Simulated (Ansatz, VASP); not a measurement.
## One calculation of TaRu, two programs

Contents of INCAR:

```
SYSTEM = TaRu
ALGO     = Normal         ! electronic algorithm
EDIFF    = 1E-8           ! SCF threshold, eV
ENCUT    = 520            ! plane-wave cutoff, eV
ISIF     = 2              ! what is computed and relaxed
ISMEAR   = -1             ! smearing method
LASPH    = .TRUE.         ! aspherical terms in the spheres
LCHARG   = .FALSE.        ! write CHGCAR
LEFG     = .TRUE.       
LREAL    = .FALSE.        ! projectors in reciprocal space
LWAVE    = .FALSE.        ! write WAVECAR
NBANDS   = 20             ! bands
NELM     = 100            ! most SCF steps
PREC     = Accurate       ! precision mode
SIGMA    = 0.05           ! smearing width, eV
```

Contents of KPOINTS:

```
k-points
0
G
  11 11 10
  0 0 0
```

POSCAR

```
TaRu
1.0
    3.0117381852      0.0000000000      0.0000000000
    0.0000000000      3.0117381852      0.0000000000
    0.0000000000      0.0000000000      3.3431970880
Ta Ru
1 1
Direct
    0.5000000000      0.5000000000      0.5000000000
    0.0000000000      0.0000000000      0.0000000000
```

Input for Ansatz:

```yaml
crystal:
  lattice:
    - [3.0117381852, 0.0, 0.0]
    - [0.0, 3.0117381852, 0.0]
    - [0.0, 0.0, 3.343197088]
  atoms:
    - { symbol: Ta, position: [0.5, 0.5, 0.5] }
    - { symbol: Ru, position: [0.0, 0.0, 0.0] }
kpoints:
  mp_grid: { grid: [11, 11, 10] }
scf:
  occupations: { method: fermi_dirac, width: 0.05 }
hamiltonian:
  xc: lda
  pseudopotentials: { kind: paw }
output:
  forces: true
  stress: true
  eigenvalues: true
  efg: { contact_densities: true }
```

Change from the starting cell: volume scaled by 0.96, PAW files.

Alike in both runs: task electric field gradients; functional LDA; k mesh 11 × 11 × 10; occupations fermi-dirac, width 0.05 eV; no spin polarisation.

```csv
,VASP,Ansatz
version,VASP 6.6.1,Ansatz 0.2.0
potentials or method,"VASP PAW LDA potentials, release 64 (Ta_pv, Ru_pv)","PAW with Ansatz's default frozen-core files, scalar-relativistic"
plane-wave cutoff (eV),520,420
valence electrons in the cell,25,29
```

Ansatz gave:

| Item | Value |
| --- | --- |
| pressure (GPa) | 0.3 |
| traceless stress, the component that is largest in VASP (GPa) | 0.44 |
| size of Vzz on the site where it differs most (V/Å²) | 26.5 |

Problem. What did VASP give for the same quantities?

Solution. Pressure (GPa): 1.4; traceless stress, the component that is largest in VASP (GPa): 0.36; size of Vzz on the site where it differs most (V/Å²): 34.0.

LDA's correlation is that of Perdew and Zunger in VASP and of Perdew and Wang (1992) in Ansatz. VASP's potentials hold 25 valence electrons a cell and Ansatz's 29, so a difference there can come from the potentials and not from the codes.

Spin-orbit coupling is off throughout.
